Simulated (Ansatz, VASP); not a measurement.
## One calculation of KF, two programs

```
K F
1.0
     0.00000    2.65896    2.65896
     2.65896    0.00000    2.65896
     2.65896    2.65896    0.00000
K F
1 1
Direct
  0.00000 0.00000 0.00000
  0.50000 0.50000 0.50000
```

Alike in both runs: task single point; functional r2SCAN; k mesh 6 × 6 × 6; no spin polarisation.

|  | VASP | Ansatz |
| --- | --- | --- |
| version | VASP 6.6.1 | Ansatz 0.2.0 |
| potentials or method | VASP PAW PBE potentials, release 64 (K_sv, F) | plane waves |
| plane-wave cutoff (eV) | 520 | 500 |
| occupations | gaussian, width 0.01 eV | fixed |
| valence electrons in the cell | 16 | 16 |

```csv
,VASP,Ansatz,Ansatz less VASP
gap on the k mesh at the Fermi level (eV),6.91,6.91,+0.001
pressure (GPa),0.0,0.0,+0.04
```

VASP's potentials were made for PBE, not for r2SCAN.
